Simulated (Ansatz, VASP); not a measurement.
## Two plane-wave programs on WS2

```
CELL_PARAMETERS angstrom
3.18141 0.00000 0.00000
-1.59071 2.75518 0.00000
0.00000 0.00000 24.16191
ATOMIC_POSITIONS crystal
W 0.33333 0.66667 0.63794
W 0.66667 0.33333 0.36206
S 0.33333 0.66667 0.29624
S 0.66667 0.33333 0.57210
S 0.33333 0.66667 0.42790
S 0.66667 0.33333 0.70376
```

Change from the starting cell: strain +0.0200 x Voigt [0, 0, 1, 0, 0, 0], atoms carried along.

Alike in both runs: task single point; functional r2SCAN; k mesh 12 × 12 × 2; occupations gaussian, width 0.05 eV; no spin polarisation.

```csv
,VASP,Ansatz
version,VASP 6.6.1,Ansatz 0.2.0
potentials or method,"VASP PAW PBE potentials, release 64 (W_sv, S), cutoff 520 eV","scalar-relativistic, plane waves, PAW"
valence electrons in the cell,52,52
```

```tsv
	VASP	Ansatz	Ansatz less VASP
gap on the k mesh at the Fermi level (eV)	1.80	1.79	-0.007
least direct gap on the mesh (eV)	1.98	1.98	-0.004
rms of the force components (eV/Å)	0.283	0.292	+0.0098
```

VASP's potentials were made for PBE, not for r2SCAN. Atom by atom the forces differ by 0.010 eV/Å (rms over components).

Neither program's run includes spin-orbit coupling.
